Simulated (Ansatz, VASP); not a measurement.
## Two plane-wave programs on GeBr

Contents of INCAR:

```
SYSTEM = GeBr
  PREC = Accurate
  ENCUT = 600
  EDIFF = 1E-6
  ISMEAR = 0
  SIGMA = 0.1
  LREAL = .False.
  LASPH = .True.
  NELM = 80
  ALGO = Normal
  ISIF = 3
  LWAVE = .False.
  LCHARG = .False.
  GGA = PE
  IBRION = 2
  NSW = 100
  EDIFFG = -0.01
```

Contents of KPOINTS:

```
regular mesh
0
Gamma
  18 18 12
  0 0 0
```

File POSCAR:

```
GeBr
1.0
    3.5208412038      0.0000000000      0.0000000000
   -1.7604206019      3.0491379252      0.0000000000
    0.0000000000      0.0000000000      4.5223954928
Ge Br
1 1
Direct
    0.6666666667      0.3333333333      0.5000000000
    0.0000000000      0.0000000000      0.0000000000
```

Input for Ansatz:

```yaml
crystal:
  lattice:
    - [3.5208412038, 0.0, 0.0]
    - [-1.7604206019, 3.0491379252, 0.0]
    - [0.0, 0.0, 4.5223954928]
  atoms:
    - { symbol: Ge, position: [0.6666666667, 0.3333333333, 0.5] }
    - { symbol: Br, position: [0.0, 0.0, 0.0] }
basis:
  ecutwfc: 420
kpoints:
  mp_grid: { grid: [18, 18, 12] }
hamiltonian:
  xc: pbe
scf:
  occupations: { method: gaussian, width: 0.1 }
output:
  forces: true
  stress: true
  eigenvalues: true
relax:
  adjacent_minimum: "off"
  f_tol: 0.01
  max_steps: 80
  cell: { stress_tol: 0.05 }
```

Change from the starting cell: species swapped into the MgZr type (P-6m2, No. 187).

Alike in both runs: task relaxation of cell and atoms; functional PBE; k mesh 18 × 18 × 12; occupations gaussian, width 0.1 eV; no spin polarisation.

```csv
,VASP,Ansatz
version,VASP 6.6.1,Ansatz 0.2.0
potentials or method,"VASP PAW PBE potentials, release 64 (Ge_d, Br), cutoff 600 eV","scalar-relativistic, plane waves, PAW"
valence electrons in the cell,21,21
```

```csv
,VASP,Ansatz,Ansatz less VASP
"gap on the k mesh at the Fermi level, each at its own relaxed structure (eV)",none,none,-
relaxed volume (Å³/atom),24.28,24.25,-0.033
relaxed cell length with the largest relative difference (Å),3.527,3.525,-0.0024
```

A gap of «none» marks a metal or a gap that the smearing closes.
